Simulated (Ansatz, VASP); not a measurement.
## NaF: VASP beside Ansatz

Contents of INCAR:

```
SYSTEM = NaF
PREC = Accurate
ENCUT = 600
EDIFF = 1E-6
ISMEAR = 0
SIGMA = 0.02
LREAL = .False.
LASPH = .True.
NELM = 120
ALGO = Normal
ISIF = 2
LWAVE = .False.
LCHARG = .False.
GGA = PS
NBANDS = 14
GGA_COMPAT = .False.
```

KPOINTS

```
regular mesh
0
Gamma
  8 8 8
  0 0 0
```

Contents of POSCAR:

```
NaF
1.0
    0.0000000000      2.3080840786      2.3080840786
    2.3080840786      0.0000000000      2.3080840786
    2.3080840786      2.3080840786      0.0000000000
Na F
1 1
Direct
    0.0000000000      0.0000000000      0.0000000000
    0.5000000000      0.5000000000      0.5000000000
```

Input for Ansatz:

```yaml
crystal:
  lattice:
    - [0.0, 2.3080840786, 2.3080840786]
    - [2.3080840786, 0.0, 2.3080840786]
    - [2.3080840786, 2.3080840786, 0.0]
  atoms:
    - { symbol: Na, position: [0.0, 0.0, 0.0] }
    - { symbol: F, position: [0.5, 0.5, 0.5] }
basis:
  ecutwfc: 420
kpoints:
  mp_grid: { grid: [8, 8, 8] }
  band_path:
    path:
      - [[0.0, 0.0, 0.0], [0.5, 0.0, 0.5], [0.625, 0.25, 0.625]]
      - [[0.375, 0.375, 0.75], [0.0, 0.0, 0.0], [0.5, 0.5, 0.5], [0.5, 0.25, 0.75], [0.5, 0.0, 0.5]]
    npoints: 10
hamiltonian:
  xc: pbesol
  pseudopotentials: { kind: paw, azcp: { folder: soft_1 } }
scf:
  occupations: { method: gaussian, width: 0.02 }
  n_extra_bands: 7
output:
  forces: true
  stress: true
  eigenvalues: true
```

Alike in both runs: task single point; functional PBEsol; k mesh 8 × 8 × 8; occupations gaussian, width 0.02 eV; no spin polarisation.

|  | VASP | Ansatz |
| --- | --- | --- |
| version | VASP 6.6.1 | Ansatz 0.2.0 |
| potentials or method | VASP PAW PBE potentials, release 64 (Na_pv, F), cutoff 600 eV | scalar-relativistic, plane waves, PAW |
| valence electrons in the cell | 14 | 16 |

VASP gave:

| Item | Value |
| --- | --- |
| gap on the k mesh at the Fermi level (eV) | 6.22 |
| least direct gap on the mesh (eV) | 6.22 |
| pressure (GPa) | 0.3 |

Question: Estimate Ansatz's values.

Answer: gap on the k mesh at the Fermi level (eV): 6.24; least direct gap on the mesh (eV): 6.24; pressure (GPa): 0.4.

VASP's potentials were made for PBE, not for PBEsol, and Ansatz warns of the same on its side. VASP's potentials hold 14 valence electrons a cell and Ansatz's 16, so a difference there can come from the potentials and not from the codes.
